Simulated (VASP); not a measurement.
# Ge5Pd (F-43m) in VASP: a series of runs

The runs below take Ge5Pd through single point, relaxation of cell and atoms, with PBE.

Program: VASP 6.6.1. These are calculated values, not measurements. Logs are shortened: lines on timing, memory, paths and dates and some standing lists are left out, and cuts for length are marked.

## 1. The cell of the first run

It takes space group F-43m (No. 216, cubic). Conventional cell: a = 7.649 Å, b = 7.649 Å, c = 7.649 Å, α = 90.00°, β = 90.00°, γ = 90.00°. Ge (site symmetry 3m) has 9 Ge at 2.70 to 3.17 Å and 3 Pd at 3.17 Å within 3.6 Å. Within 4.2 Å of Ge (site symmetry -43m) lie 12 Ge at 3.17 Å and 4 Pd at 3.31 Å. Within 4.2 Å of Pd (site symmetry -43m) lie 16 Ge at 3.17 to 3.31 Å.

The cell was built from a structure type or drawn by symmetry, and may not be a known phase.

## 2. Single point, PBE

Input file INCAR:

```
  PREC = Accurate
  ENCUT = 520
  EDIFF = 1E-7
  ISMEAR = 0
  SIGMA = 0.1
  LREAL = False
  LASPH = True
  NELM = 60
  ALGO = Normal
  ISIF = 2
  LWAVE = False
  LCHARG = False
  GGA = PE
  NBANDS = 49
```

Input file KPOINTS:

```
regular mesh
0
Gamma
  4 4 4
```

Input file POSCAR:

```
Ge5Pd
1.0
    0.0000000000      3.8242786900      3.8242786900
    3.8242786900      0.0000000000      3.8242786900
    3.8242786900      3.8242786900      0.0000000000
Ge Pd
5 1
Direct
    0.1250000000      0.6250000000      0.6250000000
    0.6250000000      0.6250000000      0.6250000000
    0.6250000000      0.1250000000      0.6250000000
    0.6250000000      0.6250000000      0.1250000000
    0.2500000000      0.2500000000      0.2500000000
    0.0000000000      0.0000000000      0.0000000000
```

Potentials or basis: VASP PAW PBE potentials, release 64 (Ge_d, Pd).

Command:

```console
> cat potpaw_PBE.64/Ge_d/POTCAR potpaw_PBE.64/Pd/POTCAR > POTCAR
> mpirun -np 1 vasp_std > vasp.out
```

OUTCAR:

```text
PREC = Accurate
   ENCUT = 520
   EDIFF = 1E-7
   ISMEAR = 0
   LREAL = False
   LASPH = True
   NELM = 60
   ISIF = 2
   GGA = PE

 ion  position               nearest neighbor table
   1  0.125  0.625  0.625-   2 2.70   4 2.70   3 2.70   2 2.70   3 2.70   4 2.70   6 3.17   6 3.17
                             6 3.17
   2  0.625  0.625  0.625-   1 2.70   3 2.70   4 2.70   4 2.70   3 2.70   1 2.70   6 3.17   6 3.17
                             6 3.17
   3  0.625  0.125  0.625-   2 2.70   4 2.70   1 2.70   2 2.70   4 2.70   1 2.70   6 3.17   6 3.17
                             6 3.17
   4  0.625  0.625  0.125-   2 2.70   1 2.70   2 2.70   3 2.70   3 2.70   1 2.70   6 3.17   6 3.17
                             6 3.17
   5  0.250  0.250  0.250-
   6  0.000  0.000  0.000-   2 3.17   3 3.17   4 3.17   1 3.17   2 3.17   4 3.17   1 3.17   2 3.17
                             3 3.17   1 3.17   3 3.17   4 3.17

  LATTYP: Found a face centered cubic cell.
 ALAT       =     7.6485573800

  Lattice vectors:

 A1 = (   0.0000000000,   3.8242786900,   3.8242786900)
 A2 = (   3.8242786900,   0.0000000000,   3.8242786900)
 A3 = (   3.8242786900,   3.8242786900,   0.0000000000)

Analysis of symmetry for initial positions (statically):
=====================================================================
 Subroutine PRICEL returns:
 Original cell was already a primitive cell.

 Routine SETGRP: Setting up the symmetry group for a
 face centered cubic supercell.

 Subroutine GETGRP returns: Found 24 space group operations
 (whereof 24 operations were pure point group operations)
 out of a pool of 48 trial point group operations.

The static configuration has the point symmetry T_d .

Analysis of symmetry for dynamics (positions and initial velocities):
=====================================================================
 Subroutine PRICEL returns:
 Original cell was already a primitive cell.

 Routine SETGRP: Setting up the symmetry group for a
 face centered cubic supercell.

 Subroutine GETGRP returns: Found 24 space group operations
 (whereof 24 operations were pure point group operations)
 out of a pool of 48 trial point group operations.

The dynamic configuration has the point symmetry T_d .

 Subroutine INISYM returns: Found 24 space group operations
 (whereof 24 operations are pure point group operations),
 and found     1 'primitive' translations

----------------------------------------------------------------------------------------

                                     Primitive cell

  volume of cell :     111.8610

  direct lattice vectors                    reciprocal lattice vectors
     0.000000000  3.824278690  3.824278690    -0.130743610  0.130743610  0.130743610
     3.824278690  0.000000000  3.824278690     0.130743610 -0.130743610  0.130743610
     3.824278690  3.824278690  0.000000000     0.130743610  0.130743610 -0.130743610

  length of vectors
     5.408346790  5.408346790  5.408346790     0.226454575  0.226454575  0.226454575

  position of ions in fractional coordinates (direct lattice)
     0.125000000  0.625000000  0.625000000
     0.625000000  0.625000000  0.625000000
     0.625000000  0.125000000  0.625000000
     0.625000000  0.625000000  0.125000000
     0.250000000  0.250000000  0.250000000
     0.000000000  0.000000000  0.000000000

  ion indices of the primitive-cell ions
   primitive index   ion index
                 1           1
                 2           2
                 3           3
                 4           4
                 5           5
                 6           6

----------------------------------------------------------------------------------------

 KPOINTS: regular mesh

Automatic generation of k-mesh.
 Grid dimensions read from file:
 generate k-points for:    4    4    4

 Generating k-lattice:

  Cartesian coordinates                     Fractional coordinates (reciprocal lattice)
    -0.032685902  0.032685902  0.032685902     0.250000000  0.000000000  0.000000000
     0.032685902 -0.032685902  0.032685902     0.000000000  0.250000000  0.000000000
     0.032685902  0.032685902 -0.032685902     0.000000000  0.000000000  0.250000000

  Length of vectors
     0.056613644  0.056613644  0.056613644

  Shift w.r.t. Gamma in fractional coordinates (k-lattice)
     0.000000000  0.000000000  0.000000000

 Subroutine IBZKPT returns following result:
 ===========================================

 Found      8 irreducible k-points:

 Following reciprocal coordinates:
            Coordinates               Weight
  0.000000  0.000000  0.000000      1.000000
  0.250000  0.000000  0.000000      8.000000
  0.500000  0.000000  0.000000      4.000000
  0.250000  0.250000  0.000000      6.000000
  0.500000  0.250000  0.000000     24.000000
 -0.250000  0.250000  0.000000     12.000000
  0.500000  0.500000  0.000000      3.000000
 -0.250000  0.500000  0.250000      6.000000
   k-points           NKPTS =      8   k-points in BZ     NKDIM =      8   number of bands    NBANDS=     49
   number of dos      NEDOS =    301   number of ions     NIONS =      6
   total plane-waves  NPLWV =  64000
   dimension x,y,z NGX =    40 NGY =   40 NGZ =   40
   dimension x,y,z NGXF=    80 NGYF=   80 NGZF=   80
   ions per type =               5   1
   NGX,Y,Z   is equivalent  to a cutoff of  12.30, 12.30, 12.30 a.u.
   NGXF,Y,Z  is equivalent  to a cutoff of  24.59, 24.59, 24.59 a.u.
 SYSTEM =  unknown system
   PREC   = accura    normal or accurate (medium, high low for compatibility)
   ISTART =      0    job   : 0-new  1-cont  2-samecut
   ICHARG =      2    charge: 1-file 2-atom 10-const
   ISPIN  =      1    spin polarized calculation?
   LNONCOLLINEAR =      F non collinear calculations
   LSORBIT =      F    spin-orbit coupling
   LASPH  =      T    aspherical Exc in radial PAW
   ENCUT  =  520.0 eV  38.22 Ry    6.18 a.u.  10.06 10.06 10.06*2*pi/ulx,y,z
   NELM   =     60;   NELMIN=  2; NELMDL= -5     # of ELM steps
   EDIFF  = 0.1E-06   stopping-criterion for ELM
   LREAL  =      F    real-space projection
   EDIFFG = 0.1E-05   stopping-criterion for IOM
   NSW    =      0    number of steps for IOM
   IBRION =     -1    ionic relax: 0-MD 1-quasi-New 2-CG
   NFREE  =      0    steps in history (QN), initial steepest desc. (CG)
   ISIF   =      2    stress and relaxation
   ISYM   =      2    0-nonsym 1-usesym 2-fastsym
   POTIM  = 0.5000    time-step for ionic-motion
   TEBEG  =    0.0;   TEEND  =   0.0 temperature during run
   PSTRESS=    0.0 pullay stress
   NELECT =      80.0000    total number of electrons
   NUPDOWN=      -1.0000    fix difference up-down
   EMIN   =  10.00;   EMAX   =-10.00  energy-range for DOS
   EFERMI =   0.00;   METHOD = LEGACY
   ISMEAR =     0;   SIGMA  =   0.10  broadening in eV -4-tet -1-fermi 0-gaus
   EFERMI_NEDOS =   21; number of points for ismear=-14 and -15
   IALGO  =     38    algorithm
   IMIX   =      4    mixing-type and parameters
     AMIX     =   0.40;   BMIX     =  1.00
     AMIX_MAG =   1.60;   BMIX_MAG =  1.00
  volume/ion in A,a.u.               =      18.64       125.81
  Fermi-wavevector in a.u.,A,eV,Ry     =   1.464014  2.766586 29.161879  2.143338
  Thomas-Fermi vector in A             =   2.580041
   LORBIT       =      0    0 simple, 1 ext, 2 COOP (PROOUT), +10 PAW based schemes
   GGA     = PE    functional components
   LHFCALC =     F    Hartree Fock is set to
   AEXX    =    0.0000 exact exchange contribution
   IVDW    =     0    specifies the selected vdW correction
   LEPSILON=     F    determine dielectric tensor
   LRPA    =     F    only Hartree local field effects (RPA)
 non-spin polarized calculation
 Gauss-broadening in eV      SIGMA  =   0.10
  energy-cutoff  :      520.00
  volume of cell :      111.86
 maximum number of plane-waves:      3028
   NGX = 21   NGY = 21   NGZ = 21

 number of electron      79.9999976 magnetization

 Free energy of the ion-electron system (eV)
  ---------------------------------------------------
  ext. energy  EPLUGINS =         0.00000000
  ---------------------------------------------------
  free energy    TOTEN  =       -25.27800980 eV

  energy without entropy =      -25.26424715  energy(sigma->0) =      -25.27112847

 E-fermi :   7.2765     XC(G=0): -11.3813

 val. band max:        7.2312168157   @ k =   0.0000   0.0000   0.0000
 cond. band min:       7.3341965395   @ k =   0.2500   0.2500   0.0000
 fundamental gap:      0.1029797238
 Fermi energy:         7.2765132726

 k-point     1 :       0.0000    0.0000    0.0000
  band No.  band energies     occupation
      1     -18.0408      2.00000
      2     -17.9707      2.00000
      3     -17.9707      2.00000
      4     -17.9707      2.00000
      5     -17.9682      2.00000
      6     -17.9682      2.00000
[... 41 lines left out ...]
     48      13.8197      0.00000
     49      13.9389      0.00000

 k-point     2 :       0.2500    0.0000    0.0000
  band No.  band energies     occupation
      1     -18.0184      2.00000
      2     -17.9664      2.00000
      3     -17.9664      2.00000
      4     -17.9603      2.00000
      5     -17.9363      2.00000
      6     -17.9363      2.00000
[... 41 lines left out ...]
     48      11.4072      0.00000
     49      13.9426      0.00000

 k-point     3 :       0.5000    0.0000    0.0000
  band No.  band energies     occupation
      1     -18.0002      2.00000
      2     -17.9636      2.00000
      3     -17.9635      2.00000
      4     -17.9244      2.00000
      5     -17.8713      2.00000
      6     -17.8681      2.00000
[... 249 lines left out ...]
     48      11.1261      0.00000
     49      12.3194      0.00000

 k-point     8 :      -0.2500    0.5000    0.2500
  band No.  band energies     occupation
      1     -17.9469      2.00000
      2     -17.9466      2.00000
      3     -17.9403      2.00000
      4     -17.9402      2.00000
      5     -17.8796      2.00000
      6     -17.8787      2.00000
[... 41 lines left out ...]
     48      11.8987      0.00000
     49      11.9922      0.00000

------------------------ aborting loop because EDIFF is reached ----------------------------------------

  FORCE on cell =-STRESS in cart. coord.  units (eV):
  Direction    XX          YY          ZZ          XY          YZ          ZX
  --------------------------------------------------------------------------------------
  -------------------------------------------------------------------------------------
  Total        2.2287442      2.2287442      2.2287442     -0.0000000     -0.0000000      0.0000000
  in kB       31.9221551     31.9221551     31.9221551     -0.0000000     -0.0000000      0.0000000
  external PRESSURE =      31.9221551 kB  Pullay stress =       0.0000000 kB

 VOLUME and BASIS-vectors are now :
 -----------------------------------------------------------------------------
  energy-cutoff  :      520.00
  volume of cell :      111.86
      direct lattice vectors                 reciprocal lattice vectors
     0.000000000  3.824278690  3.824278690    -0.130743610  0.130743610  0.130743610
     3.824278690  0.000000000  3.824278690     0.130743610 -0.130743610  0.130743610
     3.824278690  3.824278690  0.000000000     0.130743610  0.130743610 -0.130743610

 POSITION                                       TOTAL-FORCE (eV/Angst)
 -----------------------------------------------------------------------------------
      4.78035      2.86821      2.86821         0.022969     -0.022969     -0.022969
      4.78035      4.78035      4.78035         0.022969      0.022969      0.022969
      2.86821      4.78035      2.86821        -0.022969      0.022969     -0.022969
      2.86821      2.86821      4.78035        -0.022969     -0.022969      0.022969
      1.91214      1.91214      1.91214         0.000000      0.000000      0.000000
      0.00000      0.00000      0.00000         0.000000      0.000000      0.000000
 -----------------------------------------------------------------------------------
    total drift:                                0.000000      0.000000      0.000001

  FREE ENERGIE OF THE ION-ELECTRON SYSTEM (eV)
  ---------------------------------------------------
  free  energy   TOTEN  =       -25.2780097967 eV

  energy  without entropy=      -25.2642471473  energy(sigma->0) =      -25.27112847
```

Wall time 31 s (1 thread of Intel Xeon 6975P-C (Granite Rapids), shared host); peak memory 0.24 GiB.

Results:

```yaml
Free_energy: -25.2780 eV
Pressure: 3.2 GPa
Band_gap_on_the_k_mesh: zero (bands 40 and 41 overlap by 1.41 eV)
```

Levels at points of the mesh, in eV from the Fermi level:
| k point | band 37 | band 38 | band 39 | band 40 | band 41 | band 42 | band 43 | band 44 |
| --- | --- | --- | --- | --- | --- | --- | --- | --- |
| (0.00, 0.00, 0.00) | -1.55 | -1.55 | -1.55 | -0.10 | -0.10 | -0.05 | -0.05 | -0.05 |
| (0.50, 0.00, 0.00) | -1.91 | -1.91 | -0.52 | 0.25 | 0.25 | 0.55 | 0.81 | 0.81 |
| (0.50, 0.50, 0.00) | -1.79 | -0.55 | -0.55 | 0.56 | 0.62 | 0.64 | 0.64 | 1.95 |

Caveat: the cell stands under pressure.

## 3. Single point, PBE

This run uses another cell than the first one, of 19.50 Å³/atom.

Input file INCAR:

```
PREC     = Accurate       # precision mode
ENCUT    = 520            # plane-wave cutoff, eV
EDIFF    = 1E-6           # SCF threshold, eV
ISMEAR   = 0              # smearing method
SIGMA    = 0.1            # smearing width, eV
LREAL    = False          # projectors in reciprocal space
LASPH    = True           # aspherical terms in the spheres
NELM     = 60             # most SCF steps
ALGO     = Normal         # electronic algorithm
ISIF     = 2              # what is computed and relaxed
LWAVE    = False          # write WAVECAR
LCHARG   = False          # write CHGCAR
GGA      = PE             # functional
NBANDS   = 49             # bands
```

Input file KPOINTS:

```
regular mesh
0
Gamma
  8 8 8
```

Input file POSCAR:

```
Ge5Pd
1.0
    0.0000000000      3.8820303301      3.8820303301
    3.8820303301      0.0000000000      3.8820303301
    3.8820303301      3.8820303301      0.0000000000
Ge Pd
5 1
Direct
    0.1245924933      0.6251358356      0.6251358356
    0.6251358356      0.6251358356      0.6251358356
    0.6251358356      0.1245924933      0.6251358356
    0.6251358356      0.6251358356      0.1245924933
    0.2500000000      0.2500000000      0.2500000000
    0.0000000000      0.0000000000      0.0000000000
```

Potentials or basis: VASP PAW PBE potentials, release 64 (Ge_d, Pd).

Command:

```console
> cat potpaw_PBE.64/Ge_d/POTCAR potpaw_PBE.64/Pd/POTCAR > POTCAR
> mpirun -np 1 vasp_std > vasp.out
```

Run time: 92 s. Hardware: 1 thread of Intel Xeon 6975P-C (Granite Rapids), shared host; peak memory 0.31 GiB.

It converged, with:

| Item | Value |
| --- | --- |
| Free energy | -25.4950 eV |
| Pressure | 0.0 GPa |
| Band gap on the k mesh | zero (bands 40 and 41 overlap by 1.38 eV) |

Levels at points of the mesh, in eV from the Fermi level:
```tsv
k point	band 36	band 37	band 38	band 39	band 40	band 41	band 42	band 43	band 44	band 45
(0.00, 0.00, 0.00)	-3.12	-1.29	-1.29	-1.29	0.13	0.13	0.19	0.19	0.19	1.39
(0.50, 0.00, 0.00)	-1.80	-1.64	-1.64	-0.27	0.49	0.49	0.76	1.05	1.05	2.82
(0.50, 0.50, 0.00)	-1.90	-1.48	-0.42	-0.42	0.79	0.85	0.93	0.93	2.09	2.18
```

## 4. Relaxation of cell and atoms, PBE

Input file INCAR:

```
SYSTEM = Ge5Pd
ALGO = Normal
EDIFF = 1E-6
EDIFFG = -0.01
ENCUT = 600
GGA = PE
IBRION = 2
ISIF = 3
ISMEAR = 0
LASPH = .True.
LCHARG = .False.
LREAL = .False.
LWAVE = .False.
NELM = 100
NSW = 100
PREC = Accurate
SIGMA = 0.1
```

Input file KPOINTS:

```
k-points
0
Gamma
  8 8 8
  0 0 0
```

Input file POSCAR:

```
Ge5Pd
1.0
    0.0000000000      3.8242786900      3.8242786900
    3.8242786900      0.0000000000      3.8242786900
    3.8242786900      3.8242786900      0.0000000000
Ge Pd
5 1
Direct
    0.1250000000      0.6250000000      0.6250000000
    0.6250000000      0.6250000000      0.6250000000
    0.6250000000      0.1250000000      0.6250000000
    0.6250000000      0.6250000000      0.1250000000
    0.2500000000      0.2500000000      0.2500000000
    0.0000000000      0.0000000000      0.0000000000
```

Command:

```console
> cat potpaw_PBE.64/Ge_d/POTCAR potpaw_PBE.64/Pd/POTCAR > POTCAR
> mpirun -np 1 vasp_std > vasp.out
```

Wall time 5.2 min (1 thread of Intel Xeon 6975P-C (Granite Rapids), shared host); peak memory 0.43 GiB.

Results (log left out):

| Item | Value |
| --- | --- |
| Free energy | -25.4940 eV |
| Relaxed volume | 19.51 Å³/atom |
| Relaxed cell | a = 5.491 Å, b = 5.491 Å, c = 5.491 Å, α = 60.00°, β = 60.00°, γ = 60.00° |
| Space group after relaxing (to 0.1 Å) | F-43m (No. 216) |
| Energy gained by relaxing | 8.6 meV/atom |
| Ionic steps | 4 |
| Pressure after relaxing | 0.0 GPa |
| Band gap on the k mesh | zero (bands 40 and 41 overlap by 1.38 eV) |

Step by step:
| step | energy change (eV) | largest force (eV/Å) | pressure (GPa) | volume (Å³) |
| --- | --- | --- | --- | --- |
| 1 | 0.0000 | 0.0341 | 3.40 | 111.86 |
| 2 | -0.0485 | 0.0022 | -0.80 | 118.39 |
| 3 | -0.0518 | 0.0101 | 0.02 | 116.97 |
| 4 | -0.0518 | 0.0082 | -0.03 | 117.07 |

Final structure:
```cif
data_structure
_symmetry_space_group_name_H-M 'P 1'
_symmetry_Int_Tables_number 1
_cell_length_a 5.4910
_cell_length_b 5.4910
_cell_length_c 5.4910
_cell_angle_alpha 60.000
_cell_angle_beta 60.000
_cell_angle_gamma 60.000
_cell_volume 117.07
loop_
_atom_site_label
_atom_site_type_symbol
_atom_site_fract_x
_atom_site_fract_y
_atom_site_fract_z
_atom_site_occupancy
Ge1 Ge 0.12470 0.62510 0.62510 1
Ge2 Ge 0.62510 0.62510 0.62510 1
Ge3 Ge 0.62510 0.12470 0.62510 1
Ge4 Ge 0.62510 0.62510 0.12470 1
Ge5 Ge 0.25000 0.25000 0.25000 1
Pd1 Pd 0.00000 0.00000 0.00000 1
```

Levels at points of the mesh, in eV from the Fermi level:
```tsv
k point	band 37	band 38	band 39	band 40	band 41	band 42	band 43	band 44
(0.00, 0.00, 0.00)	-1.29	-1.29	-1.29	0.13	0.13	0.19	0.19	0.19
(0.50, 0.00, 0.00)	-1.64	-1.64	-0.27	0.49	0.49	0.76	1.05	1.05
(0.50, 0.50, 0.00)	-1.48	-0.43	-0.43	0.79	0.85	0.93	0.93	2.09
```

## 5. Overview

```tsv
task	cell	k mesh	cutoff (eV)	gap on the mesh (eV)	pressure (GPa)
single point	a = 5.408 Å, angles 60.0°, 6 atoms	4 × 4 × 4	520	none	3.2
single point	a = 5.490 Å, angles 60.0°, 6 atoms	8 × 8 × 8	520	none	0.0
relaxation of cell and atoms	relaxed from a = 5.408 Å, angles 60.0°, 6 atoms	8 × 8 × 8	600	none	0.0
```

Alike in all rows: level PBE; potentials or basis VASP PAW PBE potentials, release 64 (Ge_d, Pd); no spin polarisation; smearing gaussian 0.1 eV.

Caveats: the cell stands under pressure (at least some runs).

Total energies depend on the potentials used, so only differences within one code and one set of settings carry meaning.
